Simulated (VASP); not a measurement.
Input of a VASP 6.6.1 run:

File POSCAR:

```
Mg
1.0
   -1.8359916300      1.8359916300      1.6794040200
    1.8359916300     -1.8359916300      1.6794040200
    1.8359916300      1.8359916300     -1.6794040200
Mg
1
Direct
    0.0000000000      0.0000000000      0.0000000000
```

File INCAR.step1:

```
SYSTEM = Mg
  ALGO = Normal
  EDIFF = 1E-5
  ENCUT = 520
  GGA = PE
  ISIF = 2
  ISMEAR = 1
  LASPH = .True.
  LCHARG = .False.
  LREAL = .False.
  LWAVE = .True.
  NBANDS = 7
  NELM = 80
  PREC = Accurate
  SIGMA = 0.01
```

Contents of INCAR.step2:

```
SYSTEM = Mg
  AEXX = 0.2
  AGGAC = 0.81
  AGGAX = 0.72
  ALDAC = 0.19
  ALGO = Normal
  EDIFF = 1E-7
  ENCUT = 520
  GGA = B3
  ISIF = 2
  ISMEAR = 1
  ISTART = 1
  IVDW = 12
  LASPH = .True.
  LCHARG = .False.
  LHFCALC = .True.
  LREAL = .False.
  LWAVE = .False.
  NBANDS = 7
  NELM = 80
  PREC = Accurate
  PRECFOCK = Normal
  SIGMA = 0.01
```

KPOINTS

```
k-points
0
Gamma
  8 8 8
  0 0 0
```

Potentials or basis: VASP PAW PBE potentials, release 64 (Mg).

Launch:

```sh
$ cat potpaw_PBE.64/Mg/POTCAR > POTCAR
$ cp INCAR.step1 INCAR
$ mpirun -np 1 vasp_std > vasp.out
$ cp INCAR.step2 INCAR
$ mpirun -np 1 vasp_std > vasp.out
```

Q: What does it give for the dispersion energy per atom?

A: -0.566 eV.

Q: What does it give for the band gap on the k mesh?

A: Zero (bands 1 and 2 overlap by 6.19 eV).

Stress tensor (GPa, compression positive):
```
-3.05  0.00  0.00
 0.00 -3.05  0.00
 0.00  0.00 -3.78
```

Caveat: the cell stands under tension; the PAW data sets were made with another functional, which shifts forces and pressure a little.
